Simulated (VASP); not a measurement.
# Pd (Im-3m) in VASP: a series of runs

The runs below take Pd through relaxation of cell and atoms, with PBEsol.

Everything below comes from runs of VASP 6.6.1. Logs are shortened: lines on timing, memory, paths and dates and some standing lists are left out, and cuts for length are marked.

### 1 The cell of the first run

Symmetry: Im-3m, No. 229, cubic system. The conventional cell has a = 3.090 Å, b = 3.090 Å, c = 3.090 Å, α = 90.00°, β = 90.00°, γ = 90.00°. Within 3.5 Å of Pd (site symmetry m-3m) lie 14 Pd at 2.68 to 3.09 Å.

### 2 Relaxation of cell and atoms, PBEsol

The input, INCAR:

```
ALGO = Normal ; EDIFF = 1E-7
EDIFFG = -0.02 ; ENCUT = 500
GGA = PS ; GGA_COMPAT = F
IBRION = 2 ; ISIF = 3
ISMEAR = -1 ; LASPH = T
LCHARG = F ; LREAL = F
LWAVE = F ; NELM = 120
NELMIN = 4 ; NSW = 80
PREC = Accurate ; SIGMA = 0.05
```

The input, KPOINTS:

```
k-points
0
Gamma
  11 11 11
```

The input, POSCAR:

```
Pd
1.0
    1.5450000000      1.5450000000      1.5450000000
   -1.5450000000      1.5450000000      1.5450000000
   -1.5450000000     -1.5450000000      1.5450000000
Pd
1
Direct
    0.0000000000      0.0000000000      0.0000000000
```

Potentials or basis: VASP PAW PBE potentials, release 64 (Pd).

Run with:

```
> cat potpaw_PBE.64/Pd/POTCAR > POTCAR
> mpirun -np 1 vasp_std > vasp.out
```

OUTCAR:

```text
EDIFF = 1E-7
   EDIFFG = -0.02
   ENCUT = 500
   GGA = PS
   IBRION = 2
   ISIF = 3
   ISMEAR = -1
   LASPH = T
   LREAL = F
   NELM = 120
   NELMIN = 4
   NSW = 80
   PREC = Accurate

 ion  position               nearest neighbor table
   1  0.000  0.000  0.000-

  LATTYP: Found a body centered cubic cell.
 ALAT       =     3.0900000000

  Lattice vectors:

 A1 = (   1.5450000000,  -1.5450000000,  -1.5450000000)
 A2 = (   1.5450000000,   1.5450000000,   1.5450000000)
 A3 = (  -1.5450000000,  -1.5450000000,   1.5450000000)

Analysis of symmetry for initial positions (statically):
=====================================================================
 Subroutine PRICEL returns:
 Original cell was already a primitive cell.

 Routine SETGRP: Setting up the symmetry group for a
 body centered cubic supercell.

 Subroutine GETGRP returns: Found 48 space group operations
 (whereof 48 operations were pure point group operations)
 out of a pool of 48 trial point group operations.

The static configuration has the point symmetry O_h .

Analysis of symmetry for dynamics (positions and initial velocities):
=====================================================================
 Subroutine PRICEL returns:
 Original cell was already a primitive cell.

 Routine SETGRP: Setting up the symmetry group for a
 body centered cubic supercell.

 Subroutine GETGRP returns: Found 48 space group operations
 (whereof 48 operations were pure point group operations)
 out of a pool of 48 trial point group operations.

The dynamic configuration has the point symmetry O_h .

 Subroutine INISYM returns: Found 48 space group operations
 (whereof 48 operations are pure point group operations),
 and found     1 'primitive' translations

----------------------------------------------------------------------------------------

                                     Primitive cell

  volume of cell :      14.7518

  direct lattice vectors                    reciprocal lattice vectors
     1.545000000  1.545000000  1.545000000     0.323624595  0.000000000  0.323624595
    -1.545000000  1.545000000  1.545000000    -0.323624595  0.323624595  0.000000000
    -1.545000000 -1.545000000  1.545000000     0.000000000 -0.323624595  0.323624595

  length of vectors
     2.676018498  2.676018498  2.676018498     0.457674292  0.457674292  0.457674292

  position of ions in fractional coordinates (direct lattice)
     0.000000000  0.000000000  0.000000000

  ion indices of the primitive-cell ions
   primitive index   ion index
                 1           1

----------------------------------------------------------------------------------------

 KPOINTS: k-points

Automatic generation of k-mesh.
 Grid dimensions read from file:
 generate k-points for:   11   11   11

 Generating k-lattice:

  Cartesian coordinates                     Fractional coordinates (reciprocal lattice)
     0.029420418  0.000000000  0.029420418     0.090909091  0.000000000  0.000000000
    -0.029420418  0.029420418  0.000000000     0.000000000  0.090909091  0.000000000
     0.000000000 -0.029420418  0.029420418     0.000000000  0.000000000  0.090909091

  Length of vectors
     0.041606754  0.041606754  0.041606754

  Shift w.r.t. Gamma in fractional coordinates (k-lattice)
     0.000000000  0.000000000  0.000000000

 Subroutine IBZKPT returns following result:
 ===========================================

 Found     56 irreducible k-points:

 Following reciprocal coordinates:
            Coordinates               Weight
  0.000000  0.000000  0.000000      1.000000
  0.090909  0.000000  0.000000     12.000000
  0.181818  0.000000  0.000000     12.000000
  0.272727  0.000000  0.000000     12.000000
  0.363636  0.000000  0.000000     12.000000
  0.454545  0.000000  0.000000     12.000000
[... 16 lines left out ...]
  0.363636  0.181818  0.090909     48.000000
  0.454545  0.181818  0.090909     48.000000
 [... further k-points ...]
   k-points           NKPTS =     56   k-points in BZ     NKDIM =     56   number of bands    NBANDS=      9
   number of dos      NEDOS =    301   number of ions     NIONS =      1
   total plane-waves  NPLWV =   8000
   dimension x,y,z NGX =    20 NGY =   20 NGZ =   20
   dimension x,y,z NGXF=    40 NGYF=   40 NGZF=   40
   ions per type =               1
   NGX,Y,Z   is equivalent  to a cutoff of  12.42, 12.42, 12.42 a.u.
   NGXF,Y,Z  is equivalent  to a cutoff of  24.85, 24.85, 24.85 a.u.
 SYSTEM =  unknown system
   PREC   = accura    normal or accurate (medium, high low for compatibility)
   ISTART =      0    job   : 0-new  1-cont  2-samecut
   ICHARG =      2    charge: 1-file 2-atom 10-const
   ISPIN  =      1    spin polarized calculation?
   LNONCOLLINEAR =      F non collinear calculations
   LSORBIT =      F    spin-orbit coupling
   LASPH  =      T    aspherical Exc in radial PAW
   ENCUT  =  500.0 eV  36.75 Ry    6.06 a.u.   4.88  4.88  4.88*2*pi/ulx,y,z
   NELM   =    120;   NELMIN=  4; NELMDL= -5     # of ELM steps
   EDIFF  = 0.1E-06   stopping-criterion for ELM
   LREAL  =      F    real-space projection
   EDIFFG = -.2E-01   stopping-criterion for IOM
   NSW    =     80    number of steps for IOM
   IBRION =      2    ionic relax: 0-MD 1-quasi-New 2-CG
   NFREE  =      1    steps in history (QN), initial steepest desc. (CG)
   ISIF   =      3    stress and relaxation
   ISYM   =      2    0-nonsym 1-usesym 2-fastsym
   POTIM  = 0.5000    time-step for ionic-motion
   TEBEG  =    0.0;   TEEND  =   0.0 temperature during run
   PSTRESS=    0.0 pullay stress
   NELECT =      10.0000    total number of electrons
   NUPDOWN=      -1.0000    fix difference up-down
   EMIN   =  10.00;   EMAX   =-10.00  energy-range for DOS
   EFERMI =   0.00;   METHOD = LEGACY
   ISMEAR =    -1;   SIGMA  =   0.05  broadening in eV -4-tet -1-fermi 0-gaus
   EFERMI_NEDOS =   21; number of points for ismear=-14 and -15
   IALGO  =     38    algorithm
   IMIX   =      4    mixing-type and parameters
     AMIX     =   0.40;   BMIX     =  1.00
     AMIX_MAG =   1.60;   BMIX_MAG =  1.00
  volume/ion in A,a.u.               =      14.75        99.55
  Fermi-wavevector in a.u.,A,eV,Ry     =   1.438113  2.717640 28.139148  2.068169
  Thomas-Fermi vector in A             =   2.557116
   LORBIT       =      0    0 simple, 1 ext, 2 COOP (PROOUT), +10 PAW based schemes
   GGA     = PS    functional components
   LHFCALC =     F    Hartree Fock is set to
   AEXX    =    0.0000 exact exchange contribution
   IVDW    =     0    specifies the selected vdW correction
   LEPSILON=     F    determine dielectric tensor
   LRPA    =     F    only Hartree local field effects (RPA)
 conjugate gradient relaxation of ions
 non-spin polarized calculation
  energy-cutoff  :      500.00
  volume of cell :       14.75
 maximum number of plane-waves:       384
   NGX =  9   NGY =  9   NGZ =  9

--------------------------------------- Ionic step        1  -------------------------------------------

 number of electron      10.0000000 magnetization

 Free energy of the ion-electron system (eV)
  ---------------------------------------------------
  ext. energy  EPLUGINS =         0.00000000
  ---------------------------------------------------
  free energy    TOTEN  =        -5.90197966 eV

  energy without entropy =       -5.88876790  energy(sigma->0) =       -5.89537378

------------------------ aborting loop because EDIFF is reached ----------------------------------------

  FORCE on cell =-STRESS in cart. coord.  units (eV):
  Direction    XX          YY          ZZ          XY          YZ          ZX
  --------------------------------------------------------------------------------------
  -------------------------------------------------------------------------------------
  Total       -0.1107887     -0.1107887     -0.1107887     -0.0000000      0.0000000     -0.0000000
  in kB      -12.0326281    -12.0326281    -12.0326281     -0.0000000      0.0000000     -0.0000000
  external PRESSURE =     -12.0326281 kB  Pullay stress =       0.0000000 kB

 VOLUME and BASIS-vectors are now :
 -----------------------------------------------------------------------------
  energy-cutoff  :      500.00
  volume of cell :       14.75
      direct lattice vectors                 reciprocal lattice vectors
     1.545000000  1.545000000  1.545000000     0.323624595  0.000000000  0.323624595
    -1.545000000  1.545000000  1.545000000    -0.323624595  0.323624595  0.000000000
    -1.545000000 -1.545000000  1.545000000     0.000000000 -0.323624595  0.323624595
[... 36 lines left out ...]
 POSITION                                       TOTAL-FORCE (eV/Angst)
 -----------------------------------------------------------------------------------
     -0.00000      0.00000      0.00000         0.000000     -0.000000     -0.000000
 -----------------------------------------------------------------------------------
    total drift:                                0.000000      0.000000      0.000000

  FREE ENERGIE OF THE ION-ELECTRON SYSTEM (eV)
  ---------------------------------------------------
  free  energy   TOTEN  =        -5.9014342705 eV

  energy  without entropy=       -5.8883581390  energy(sigma->0) =       -5.89489620

--------------------------------------- Ionic step        3  -------------------------------------------

 number of electron       9.9999999 magnetization

 Free energy of the ion-electron system (eV)
  ---------------------------------------------------
  ext. energy  EPLUGINS =         0.00000000
  ---------------------------------------------------
  free energy    TOTEN  =        -5.90232666 eV

  energy without entropy =       -5.88916771  energy(sigma->0) =       -5.89574718

 E-fermi :   9.7062     XC(G=0): -13.4123

 val. band max:        9.6984624572   @ k =  -0.4545   0.0909   0.0000
 cond. band min:       9.7447354710   @ k =   0.0909   0.3636   0.0909
 fundamental gap:      0.0462730138
 Fermi energy:         9.7062410835

 k-point     1 :       0.0000    0.0000    0.0000
  band No.  band energies     occupation
      1       2.4436      2.00000
      2       6.7210      2.00000
      3       6.7210      2.00000
      4       6.7210      2.00000
      5       8.7613      2.00000
      6       8.7613      2.00000
      7      29.0580      0.00000
      8      29.0580      0.00000
      9      29.0580      0.00000

 k-point     2 :       0.0909    0.0000    0.0000
  band No.  band energies     occupation
      1       2.7596      2.00000
      2       6.6124      2.00000
      3       6.7234      2.00000
      4       6.9497      2.00000
      5       8.6387      2.00000
      6       8.7698      2.00000
      7      28.8642      0.00000
      8      29.0873      0.00000
      9      29.4479      0.00000
[... 253 lines left out ...]
 k-point    24 :       0.4545    0.1818    0.0909
  band No.  band energies     occupation
      1       4.9701      2.00000
      2       6.0462      2.00000
      3       7.1491      2.00000
      4       8.2954      2.00000
      5       9.6524      1.49167
      6      12.1683      0.00000
      7      19.6712      0.00000
      8      24.1710      0.00000
      9      27.6747      0.00000

 [... further k-points ...]
[... 5 lines left out ...]
  --------------------------------------------------------------------------------------
  -------------------------------------------------------------------------------------
  Total        0.0006092      0.0006092      0.0006092      0.0000000     -0.0000000      0.0000000
  in kB        0.0665815      0.0665815      0.0665815      0.0000000     -0.0000000      0.0000000
  external PRESSURE =       0.0665815 kB  Pullay stress =       0.0000000 kB

 VOLUME and BASIS-vectors are now :
 -----------------------------------------------------------------------------
  energy-cutoff  :      500.00
  volume of cell :       14.66
      direct lattice vectors                 reciprocal lattice vectors
     1.541804031  1.541804031  1.541804031     0.324295429  0.000000000  0.324295429
    -1.541804031  1.541804031  1.541804031    -0.324295429  0.324295429  0.000000000
    -1.541804031 -1.541804031  1.541804031     0.000000000 -0.324295429  0.324295429

 POSITION                                       TOTAL-FORCE (eV/Angst)
 -----------------------------------------------------------------------------------
     -0.00000      0.00000      0.00000         0.000000     -0.000000     -0.000000
 -----------------------------------------------------------------------------------
    total drift:                               -0.000000      0.000000      0.000000

  FREE ENERGIE OF THE ION-ELECTRON SYSTEM (eV)
  ---------------------------------------------------
  free  energy   TOTEN  =        -5.9023266561 eV

  energy  without entropy=       -5.8891677119  energy(sigma->0) =       -5.89574718

 reached required accuracy - stopping structural energy minimisation
```

Wall time 23 s (1 thread of Intel Xeon 8259CL, shared host); peak memory 0.13 GiB.

Results:

```
Free energy                            : -5.9023 eV
Relaxed volume                         : 14.66 Å³/atom
Relaxed cell                           : a = 2.670 Å, b = 2.670 Å, c = 2.670 Å, α = 70.53°, β = 109.47°, γ = 70.53°
Space group after relaxing (to 0.05 Å) : Im-3m (No. 229)
Energy gained by relaxing              : 0.3 meV/atom
Ionic steps                            : 3
Pressure after relaxing                : 0.0 GPa
Band gap on the k mesh                 : zero (band 5 reaches 10.25 eV, above the bottom of band 6 at 8.65 eV)
```

Step by step:
```tsv
step	energy change (eV)	largest force (eV/Å)	pressure (GPa)	volume (Å³)
1	0.0000	0.0000	-1.20	14.75
2	0.0005	0.0000	2.02	14.52
3	-0.0003	0.0000	0.01	14.66
```

Final structure:
```
Pd
1.0
     1.54180    1.54180    1.54180
    -1.54180    1.54180    1.54180
    -1.54180   -1.54180    1.54180
Pd
1
Direct
  0.00000 0.00000 0.00000
```

Caveat: the PAW data sets were made with another functional, which shifts forces and pressure a little.

### 3 Relaxation of cell and atoms, PBEsol, target pressure 15 GPa, at which the enthalpy is minimised

The input, INCAR:

```
SYSTEM = Pd
PREC     = Accurate       ! precision mode
ENCUT    = 500            ! plane-wave cutoff, eV
EDIFF    = 1E-7           ! SCF threshold, eV
ISMEAR   = -1             ! smearing method
SIGMA    = 0.05           ! smearing width, eV
LREAL    = .False.        ! projectors in reciprocal space
LASPH    = .True.         ! aspherical terms in the spheres
NELM     = 120            ! most SCF steps
ALGO     = Normal         ! electronic algorithm
ISIF     = 3              ! what is computed and relaxed
LWAVE    = .False.        ! write WAVECAR
LCHARG   = .False.        ! write CHGCAR
GGA      = PS             ! functional
IBRION   = 2              ! ionic algorithm
NSW      = 80             ! ionic steps
EDIFFG   = -0.02          ! ionic threshold
PSTRESS  = 150.0        
GGA_COMPAT= .False.      
NELMIN   = 4
```

The input, KPOINTS:

```
regular mesh
0
Gamma
  11 11 11
  0 0 0
```

POSCAR is that of step 2.

Potentials or basis: VASP PAW PBE potentials, release 64 (Pd).

Run with:

```
> cat potpaw_PBE.64/Pd/POTCAR > POTCAR
> mpirun -np 1 vasp_std > vasp.out
```

It took 34 s on 1 thread of Intel Xeon 8259CL, shared host; peak memory 0.14 GiB.

The run converged. Its results:

- Free energy: -5.8620 eV
- Relaxed volume: 13.75 Å³/atom
- Relaxed cell: a = 2.614 Å, b = 2.614 Å, c = 2.614 Å, α = 70.53°, β = 109.47°, γ = 70.53°
- Space group after relaxing (to 0.05 Å): Im-3m (No. 229)
- Energy change on relaxing (the enthalpy is what falls): +40.0 meV/atom
- Ionic steps: 5
- Pressure after relaxing: 15.1 GPa
- Band gap on the k mesh: zero (band 5 reaches 11.46 eV, above the bottom of band 6 at 9.66 eV)

The path:
```
step  energy change (eV)  largest force (eV/Å)  pressure (GPa)  volume (Å³)
   1              0.0000                0.0000           -1.20        14.75
   2              0.5516                0.0000           77.45        11.79
   3              0.0347                0.0000           14.00        13.81
   4              0.0382                0.0000           14.75        13.77
   5              0.0400                0.0000           15.15        13.75
```

Final structure:
```
Pd
1.0
     1.50911    1.50911    1.50911
    -1.50911    1.50911    1.50911
    -1.50911   -1.50911    1.50911
Pd
1
Direct
  0.00000 0.00000 0.00000
```

Levels at points of the mesh, in eV from the Fermi level:
```csv
k point,band 2,band 3,band 4,band 5,band 6,band 7,band 8,band 9
"(0.00, 0.00, 0.00)",-3.29,-3.29,-3.29,-1.05,-1.05,19.47,19.47,19.47
```

Caveat: the cell is relaxed towards a set pressure, so the enthalpy falls and the energy may rise; the PAW data sets were made with another functional, which shifts forces and pressure a little.
